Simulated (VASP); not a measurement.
# TlCl (Pm-3m) in VASP: further runs

Aim: see how the results for TlCl move with the level of theory and the settings. Levels: PBE, r2SCAN. Tasks: single point.

Everything below comes from runs of VASP 6.6.1. Logs are shortened: lines on timing, memory, paths and dates and some standing lists are left out, and cuts for length are marked.

## (1) The cell of the first run

Symmetry: Pm-3m, No. 221, cubic system. The conventional cell has a = 3.794 Å, b = 3.794 Å, c = 3.794 Å, α = 90.00°, β = 90.00°, γ = 90.00°. Tl (site symmetry m-3m) has 8 Cl at 3.29 Å and 6 Tl at 3.79 Å within 4.3 Å. Within 4.3 Å of Cl (site symmetry m-3m) lie 8 Tl at 3.29 Å and 6 Cl at 3.79 Å.

## (2) Single point, PBE

INCAR

```
SYSTEM = TlCl
PREC = Accurate ; ENCUT = 500
EDIFF = 1E-6 ; ISMEAR = 0
SIGMA = 0.01 ; LREAL = .FALSE.
LASPH = .TRUE. ; NELM = 120
ALGO = Normal ; ISIF = 2
LWAVE = .FALSE. ; LCHARG = .FALSE.
GGA = PE ; NBANDS = 17
GGA_COMPAT = .FALSE.
```

KPOINTS

```
Automatic mesh
0
G
  6 6 6
  0 0 0
```

POSCAR

```
TlCl
1.0
    3.7936346884      0.0000000000      0.0000000000
    0.0000000000      3.7936346884      0.0000000000
    0.0000000000      0.0000000000      3.7936346884
Tl Cl
1 1
Direct
    0.0000000000      0.0000000000      0.0000000000
    0.5000000000      0.5000000000      0.5000000000
```

Potentials or basis: VASP PAW PBE potentials, release 64 (Tl_d, Cl).

Started as:

```console
$ cat potpaw_PBE.64/Tl_d/POTCAR potpaw_PBE.64/Cl/POTCAR > POTCAR
$ mpirun -np 1 vasp_std > vasp.out
```

OUTCAR:

```text
SYSTEM = TlCl
   PREC = Accurate
   ENCUT = 500
   EDIFF = 1E-6
   ISMEAR = 0
   LREAL = .FALSE.
   LASPH = .TRUE.
   NELM = 120
   ISIF = 2
   GGA = PE

 ion  position               nearest neighbor table
   1  0.000  0.000  0.000-   2 3.29   2 3.29   2 3.29   2 3.29   2 3.29   2 3.29   2 3.29   2 3.29

   2  0.500  0.500  0.500-   1 3.29   1 3.29   1 3.29   1 3.29   1 3.29   1 3.29   1 3.29   1 3.29

  LATTYP: Found a simple cubic cell.
 ALAT       =     3.7936346884

  Lattice vectors:

 A1 = (   3.7936346884,   0.0000000000,   0.0000000000)
 A2 = (   0.0000000000,   3.7936346884,   0.0000000000)
 A3 = (   0.0000000000,   0.0000000000,   3.7936346884)

Analysis of symmetry for initial positions (statically):
=====================================================================
 Subroutine PRICEL returns:
 Original cell was already a primitive cell.

 Routine SETGRP: Setting up the symmetry group for a
 simple cubic supercell.

 Subroutine GETGRP returns: Found 48 space group operations
 (whereof 48 operations were pure point group operations)
 out of a pool of 48 trial point group operations.

The static configuration has the point symmetry O_h .

Analysis of symmetry for dynamics (positions and initial velocities):
=====================================================================
 Subroutine PRICEL returns:
 Original cell was already a primitive cell.

 Routine SETGRP: Setting up the symmetry group for a
 simple cubic supercell.

 Subroutine GETGRP returns: Found 48 space group operations
 (whereof 48 operations were pure point group operations)
 out of a pool of 48 trial point group operations.

The dynamic configuration has the point symmetry O_h .

 Subroutine INISYM returns: Found 48 space group operations
 (whereof 48 operations are pure point group operations),
 and found     1 'primitive' translations

----------------------------------------------------------------------------------------

                                     Primitive cell

  volume of cell :      54.5967

  direct lattice vectors                    reciprocal lattice vectors
     3.793634688  0.000000000  0.000000000     0.263599445  0.000000000  0.000000000
     0.000000000  3.793634688  0.000000000     0.000000000  0.263599445  0.000000000
     0.000000000  0.000000000  3.793634688     0.000000000  0.000000000  0.263599445

  length of vectors
     3.793634688  3.793634688  3.793634688     0.263599445  0.263599445  0.263599445

  position of ions in fractional coordinates (direct lattice)
     0.000000000  0.000000000  0.000000000
     0.500000000  0.500000000  0.500000000

  ion indices of the primitive-cell ions
   primitive index   ion index
                 1           1
                 2           2

----------------------------------------------------------------------------------------

 KPOINTS: Automatic mesh

Automatic generation of k-mesh.
 Grid dimensions read from file:
 generate k-points for:    6    6    6

 Generating k-lattice:

  Cartesian coordinates                     Fractional coordinates (reciprocal lattice)
     0.043933241  0.000000000  0.000000000     0.166666667  0.000000000  0.000000000
     0.000000000  0.043933241  0.000000000     0.000000000  0.166666667  0.000000000
     0.000000000  0.000000000  0.043933241     0.000000000  0.000000000  0.166666667

  Length of vectors
     0.043933241  0.043933241  0.043933241

  Shift w.r.t. Gamma in fractional coordinates (k-lattice)
     0.000000000  0.000000000  0.000000000

 Subroutine IBZKPT returns following result:
 ===========================================

 Found     20 irreducible k-points:

 Following reciprocal coordinates:
            Coordinates               Weight
  0.000000  0.000000  0.000000      1.000000
  0.166667  0.000000  0.000000      6.000000
  0.333333  0.000000  0.000000      6.000000
  0.500000  0.000000  0.000000      3.000000
  0.166667  0.166667  0.000000     12.000000
  0.333333  0.166667  0.000000     24.000000
[... 12 lines left out ...]
  0.500000  0.500000  0.333333      6.000000
  0.500000  0.500000  0.500000      1.000000
   k-points           NKPTS =     20   k-points in BZ     NKDIM =     20   number of bands    NBANDS=     17
   number of dos      NEDOS =    301   number of ions     NIONS =      2
   total plane-waves  NPLWV =  21952
   dimension x,y,z NGX =    28 NGY =   28 NGZ =   28
   dimension x,y,z NGXF=    56 NGYF=   56 NGZF=   56
   ions per type =               1   1
   NGX,Y,Z   is equivalent  to a cutoff of  12.27, 12.27, 12.27 a.u.
   NGXF,Y,Z  is equivalent  to a cutoff of  24.54, 24.54, 24.54 a.u.
 SYSTEM =  TlCl
   PREC   = accura    normal or accurate (medium, high low for compatibility)
   ISTART =      0    job   : 0-new  1-cont  2-samecut
   ICHARG =      2    charge: 1-file 2-atom 10-const
   ISPIN  =      1    spin polarized calculation?
   LNONCOLLINEAR =      F non collinear calculations
   LSORBIT =      F    spin-orbit coupling
   LASPH  =      T    aspherical Exc in radial PAW
   ENCUT  =  500.0 eV  36.75 Ry    6.06 a.u.   6.92  6.92  6.92*2*pi/ulx,y,z
   NELM   =    120;   NELMIN=  2; NELMDL= -5     # of ELM steps
   EDIFF  = 0.1E-05   stopping-criterion for ELM
   LREAL  =      F    real-space projection
   EDIFFG = 0.1E-04   stopping-criterion for IOM
   NSW    =      0    number of steps for IOM
   IBRION =     -1    ionic relax: 0-MD 1-quasi-New 2-CG
   NFREE  =      0    steps in history (QN), initial steepest desc. (CG)
   ISIF   =      2    stress and relaxation
   ISYM   =      2    0-nonsym 1-usesym 2-fastsym
   POTIM  = 0.5000    time-step for ionic-motion
   TEBEG  =    0.0;   TEEND  =   0.0 temperature during run
   PSTRESS=    0.0 pullay stress
   NELECT =      20.0000    total number of electrons
   NUPDOWN=      -1.0000    fix difference up-down
   EMIN   =  10.00;   EMAX   =-10.00  energy-range for DOS
   EFERMI =   0.00;   METHOD = LEGACY
   ISMEAR =     0;   SIGMA  =   0.01  broadening in eV -4-tet -1-fermi 0-gaus
   EFERMI_NEDOS =   21; number of points for ismear=-14 and -15
   IALGO  =     38    algorithm
   IMIX   =      4    mixing-type and parameters
     AMIX     =   0.40;   BMIX     =  1.00
     AMIX_MAG =   1.60;   BMIX_MAG =  1.00
  volume/ion in A,a.u.               =      27.30       184.22
  Fermi-wavevector in a.u.,A,eV,Ry     =   1.171375  2.213578 18.668821  1.372120
  Thomas-Fermi vector in A             =   2.307820
   LORBIT       =      0    0 simple, 1 ext, 2 COOP (PROOUT), +10 PAW based schemes
   GGA     = PE    functional components
   LHFCALC =     F    Hartree Fock is set to
   AEXX    =    0.0000 exact exchange contribution
   IVDW    =     0    specifies the selected vdW correction
   LEPSILON=     F    determine dielectric tensor
   LRPA    =     F    only Hartree local field effects (RPA)
 non-spin polarized calculation
 Gauss-broadening in eV      SIGMA  =   0.01
  energy-cutoff  :      500.00
  volume of cell :       54.60
 maximum number of plane-waves:      1409
 NGX is ok and might be reduce to    28
   NGX = 13   NGY = 13   NGZ = 13

 number of electron      20.0000002 magnetization

 Free energy of the ion-electron system (eV)
  ---------------------------------------------------
  ext. energy  EPLUGINS =         0.00000000
  ---------------------------------------------------
  free energy    TOTEN  =        -5.98475783 eV

  energy without entropy =       -5.98475783  energy(sigma->0) =       -5.98475783

 E-fermi :   3.1728     XC(G=0):  -9.2942

 val. band max:        3.0856027489   @ k =   0.5000   0.0000   0.0000
 cond. band min:       5.0848358302   @ k =   0.5000   0.0000   0.0000
 fundamental gap:      1.9992330813
 Fermi energy:         3.1727832840

 k-point     1 :       0.0000    0.0000    0.0000
  band No.  band energies     occupation
      1     -10.9035      2.00000
      2      -6.9261      2.00000
      3      -6.9261      2.00000
      4      -6.6579      2.00000
      5      -6.6579      2.00000
      6      -6.6579      2.00000
[... 9 lines left out ...]
     16      15.9400      0.00000
     17      17.3032      0.00000

 k-point     2 :       0.1667    0.0000    0.0000
  band No.  band energies     occupation
      1     -10.8375      2.00000
      2      -6.9220      2.00000
      3      -6.8783      2.00000
      4      -6.6810      2.00000
      5      -6.6810      2.00000
      6      -6.6558      2.00000
[... 9 lines left out ...]
     16      17.1433      0.00000
     17      17.2667      0.00000

 k-point     3 :       0.3333    0.0000    0.0000
  band No.  band energies     occupation
      1     -10.6983      2.00000
      2      -6.9138      2.00000
      3      -6.7878      2.00000
      4      -6.7264      2.00000
      5      -6.7264      2.00000
      6      -6.6516      2.00000
[... 9 lines left out ...]
     16      15.4984      0.00000
     17      17.2363      0.00000

 k-point     4 :       0.5000    0.0000    0.0000
  band No.  band energies     occupation
      1     -10.6247      2.00000
      2      -6.9096      2.00000
      3      -6.7487      2.00000
      4      -6.7487      2.00000
      5      -6.7462      2.00000
      6      -6.6495      2.00000
[... 9 lines left out ...]
     16      17.2129      0.00000
     17      17.2302      0.00000
[... 263 lines left out ...]
      1     -10.3999      2.00000
      2      -6.8341      2.00000
      3      -6.7999      2.00000
      4      -6.7546      2.00000
      5      -6.6680      2.00000
      6      -6.6128      2.00000
[... 9 lines left out ...]
     16      15.3893      0.00000
     17      19.8103      0.00000

 k-point    19 :       0.5000    0.5000    0.3333
  band No.  band energies     occupation
      1     -10.3511      2.00000
      2      -6.8298      2.00000
      3      -6.8298      2.00000
      4      -6.8143      2.00000
      5      -6.6396      2.00000
      6      -6.5801      2.00000
[... 9 lines left out ...]
     16      15.7298      0.00000
     17      20.0312      0.00000

 k-point    20 :       0.5000    0.5000    0.5000
  band No.  band energies     occupation
      1     -10.2944      2.00000
      2      -6.8637      2.00000
      3      -6.8637      2.00000
      4      -6.8637      2.00000
      5      -6.5790      2.00000
      6      -6.5790      2.00000
[... 9 lines left out ...]
     16      16.1061      0.00000
     17      20.1528      0.00000

------------------------ aborting loop because EDIFF is reached ----------------------------------------

  FORCE on cell =-STRESS in cart. coord.  units (eV):
  Direction    XX          YY          ZZ          XY          YZ          ZX
  --------------------------------------------------------------------------------------
  -------------------------------------------------------------------------------------
  Total        0.7478170      0.7478170      0.7478170      0.0000000      0.0000000     -0.0000000
  in kB       21.9451911     21.9451911     21.9451911      0.0000000      0.0000000     -0.0000000
  external PRESSURE =      21.9451911 kB  Pullay stress =       0.0000000 kB

 VOLUME and BASIS-vectors are now :
 -----------------------------------------------------------------------------
  energy-cutoff  :      500.00
  volume of cell :       54.60
      direct lattice vectors                 reciprocal lattice vectors
     3.793634688  0.000000000  0.000000000     0.263599445  0.000000000  0.000000000
     0.000000000  3.793634688  0.000000000     0.000000000  0.263599445  0.000000000
     0.000000000  0.000000000  3.793634688     0.000000000  0.000000000  0.263599445

 POSITION                                       TOTAL-FORCE (eV/Angst)
 -----------------------------------------------------------------------------------
      0.00000      0.00000      0.00000         0.000000      0.000000      0.000000
      1.89682      1.89682      1.89682         0.000000      0.000000      0.000000
 -----------------------------------------------------------------------------------
    total drift:                               -0.000000      0.000000      0.000000

  FREE ENERGIE OF THE ION-ELECTRON SYSTEM (eV)
  ---------------------------------------------------
  free  energy   TOTEN  =        -5.9847578258 eV

  energy  without entropy=       -5.9847578258  energy(sigma->0) =       -5.98475783
```

Run time: 12 s. Hardware: 1 thread of Intel Xeon 8259CL, shared host; peak memory 0.16 GiB.

Results:

- Free energy: -5.9848 eV
- Pressure: 2.2 GPa
- Band gap on the k mesh: 2.00 eV

Caveat: spin-orbit coupling is left out, which moves the levels of the heavy elements. A hybrid or GW would open this gap; PBE tends to underestimate it.

## (3) Single point, r2SCAN

POSCAR is that of step 2.

INCAR.step1

```
SYSTEM = TlCl
ALGO     = Normal         ! electronic algorithm
EDIFF    = 1E-5           ! SCF threshold, eV
ENCUT    = 550            ! plane-wave cutoff, eV
GGA      = PE             ! functional
GGA_COMPAT= .FALSE.      
ISMEAR   = 0              ! smearing method
LASPH    = .TRUE.         ! aspherical terms in the spheres
LCHARG   = .FALSE.        ! write CHGCAR
LREAL    = .FALSE.        ! projectors in reciprocal space
LWAVE    = .TRUE.         ! write WAVECAR
NBANDS   = 17             ! bands
NELM     = 120            ! most SCF steps
PREC     = Accurate       ! precision mode
SIGMA    = 0.01           ! smearing width, eV
```

INCAR.step2

```
SYSTEM = TlCl
ALGO     = Normal         ! electronic algorithm
EDIFF    = 1E-6           ! SCF threshold, eV
ENCUT    = 550            ! plane-wave cutoff, eV
GGA_COMPAT= .FALSE.      
ISIF     = 2              ! what is computed and relaxed
ISMEAR   = 0              ! smearing method
ISTART   = 1            
LASPH    = .TRUE.         ! aspherical terms in the spheres
LCHARG   = .FALSE.        ! write CHGCAR
LMIXTAU  = .TRUE.       
LREAL    = .FALSE.        ! projectors in reciprocal space
LWAVE    = .FALSE.        ! write WAVECAR
METAGGA  = R2SCAN         ! meta-GGA
NBANDS   = 17             ! bands
NELM     = 120            ! most SCF steps
PREC     = Accurate       ! precision mode
SIGMA    = 0.01           ! smearing width, eV
```

KPOINTS

```
k-points
0
G
  6 6 6
  0 0 0
```

Potentials or basis: VASP PAW PBE potentials, release 64 (Tl_d, Cl).

Started as:

```console
$ cat potpaw_PBE.64/Tl_d/POTCAR potpaw_PBE.64/Cl/POTCAR > POTCAR
$ cp INCAR.step1 INCAR
$ mpirun -np 1 vasp_std > vasp.out
$ cp INCAR.step2 INCAR
$ mpirun -np 1 vasp_std > vasp.out
```

OUTCAR:

```text
SYSTEM = TlCl
   EDIFF = 1E-6
   ENCUT = 550
   ISIF = 2
   ISMEAR = 0
   ISTART = 1
   LASPH = .TRUE.
   LREAL = .FALSE.
   METAGGA = R2SCAN
   NELM = 120
   PREC = Accurate

 ion  position               nearest neighbor table
   1  0.000  0.000  0.000-   2 3.29   2 3.29   2 3.29   2 3.29   2 3.29   2 3.29   2 3.29   2 3.29

   2  0.500  0.500  0.500-   1 3.29   1 3.29   1 3.29   1 3.29   1 3.29   1 3.29   1 3.29   1 3.29

  LATTYP: Found a simple cubic cell.
 ALAT       =     3.7936346884

  Lattice vectors:

 A1 = (   3.7936346884,   0.0000000000,   0.0000000000)
 A2 = (   0.0000000000,   3.7936346884,   0.0000000000)
 A3 = (   0.0000000000,   0.0000000000,   3.7936346884)

Analysis of symmetry for initial positions (statically):
=====================================================================
 Subroutine PRICEL returns:
 Original cell was already a primitive cell.

 Routine SETGRP: Setting up the symmetry group for a
 simple cubic supercell.

 Subroutine GETGRP returns: Found 48 space group operations
 (whereof 48 operations were pure point group operations)
 out of a pool of 48 trial point group operations.

The static configuration has the point symmetry O_h .

Analysis of symmetry for dynamics (positions and initial velocities):
=====================================================================
 Subroutine PRICEL returns:
 Original cell was already a primitive cell.

 Routine SETGRP: Setting up the symmetry group for a
 simple cubic supercell.

 Subroutine GETGRP returns: Found 48 space group operations
 (whereof 48 operations were pure point group operations)
 out of a pool of 48 trial point group operations.

The dynamic configuration has the point symmetry O_h .

 Subroutine INISYM returns: Found 48 space group operations
 (whereof 48 operations are pure point group operations),
 and found     1 'primitive' translations

[... 105 lines left out ...]
   EFERMI_NEDOS =   21; number of points for ismear=-14 and -15
   IALGO  =     38    algorithm
   IMIX   =      4    mixing-type and parameters
     AMIX     =   0.40;   BMIX     =  1.00
     AMIX_MAG =   1.60;   BMIX_MAG =  1.00
  volume/ion in A,a.u.               =      27.30       184.22
  Fermi-wavevector in a.u.,A,eV,Ry     =   1.171375  2.213578 18.668821  1.372120
  Thomas-Fermi vector in A             =   2.307820
   LORBIT       =      0    0 simple, 1 ext, 2 COOP (PROOUT), +10 PAW based schemes
   METAGGA = R2SCAN    functional components
   LHFCALC =     F    Hartree Fock is set to
   AEXX    =    0.0000 exact exchange contribution
   IVDW    =     0    specifies the selected vdW correction
   LEPSILON=     F    determine dielectric tensor
   LRPA    =     F    only Hartree local field effects (RPA)
 non-spin polarized calculation
 Gauss-broadening in eV      SIGMA  =   0.01
  energy-cutoff  :      550.00
  volume of cell :       54.60
 maximum number of plane-waves:      1628
 NGX is ok and might be reduce to    30
   NGX = 15   NGY = 15   NGZ = 15

 number of electron      20.0000006 magnetization

 Free energy of the ion-electron system (eV)
  ---------------------------------------------------
  ext. energy  EPLUGINS =         0.00000000
  ---------------------------------------------------
  free energy    TOTEN  =       -61.54293653 eV

  energy without entropy =      -61.54293653  energy(sigma->0) =      -61.54293653

 E-fermi :   2.8793     XC(G=0):  -9.7921

 val. band max:        2.7982504418   @ k =   0.5000   0.0000   0.0000
 cond. band min:       5.2245676032   @ k =   0.5000   0.0000   0.0000
 fundamental gap:      2.4263171614
 Fermi energy:         2.8792524660

 k-point     1 :       0.0000    0.0000    0.0000
  band No.  band energies     occupation
      1     -11.8291      2.00000
      2      -7.5624      2.00000
      3      -7.5624      2.00000
      4      -7.2885      2.00000
      5      -7.2885      2.00000
      6      -7.2885      2.00000
[... 377 lines left out ...]
      4      -7.4924      2.00000
      5      -7.2147      2.00000
      6      -7.2147      2.00000
[... 9 lines left out ...]
     16      16.7188      0.00000
     17      20.6217      0.00000

------------------------ aborting loop because EDIFF is reached ----------------------------------------

  FORCE on cell =-STRESS in cart. coord.  units (eV):
  Direction    XX          YY          ZZ          XY          YZ          ZX
  --------------------------------------------------------------------------------------
  -------------------------------------------------------------------------------------
  Total        0.3518755      0.3518755      0.3518755      0.0000000      0.0000000      0.0000000
  in kB       10.3260218     10.3260218     10.3260218      0.0000000      0.0000000      0.0000000
  external PRESSURE =      10.3260218 kB  Pullay stress =       0.0000000 kB

 VOLUME and BASIS-vectors are now :
 -----------------------------------------------------------------------------
  energy-cutoff  :      550.00
  volume of cell :       54.60
      direct lattice vectors                 reciprocal lattice vectors
     3.793634688  0.000000000  0.000000000     0.263599445  0.000000000  0.000000000
     0.000000000  3.793634688  0.000000000     0.000000000  0.263599445  0.000000000
     0.000000000  0.000000000  3.793634688     0.000000000  0.000000000  0.263599445

 POSITION                                       TOTAL-FORCE (eV/Angst)
 -----------------------------------------------------------------------------------
      0.00000      0.00000      0.00000         0.000000      0.000000      0.000000
      1.89682      1.89682      1.89682         0.000000      0.000000      0.000000
 -----------------------------------------------------------------------------------
    total drift:                                0.000000      0.000000     -0.000000

  FREE ENERGIE OF THE ION-ELECTRON SYSTEM (eV)
  ---------------------------------------------------
  free  energy   TOTEN  =       -61.5429365346 eV

  energy  without entropy=      -61.5429365346  energy(sigma->0) =      -61.54293653
```

It took 1.7 min on 1 thread of Intel Xeon 8259CL, shared host; peak memory 0.18 GiB.

What came out:

```
Free energy            : -61.5429 eV
Pressure               : 1.0 GPa
Band gap on the k mesh : 2.43 eV
```

Caveat: the PAW data sets were made with another functional, which shifts forces and pressure a little; spin-orbit coupling is left out, which moves the levels of the heavy elements. A k mesh can miss the band edges.
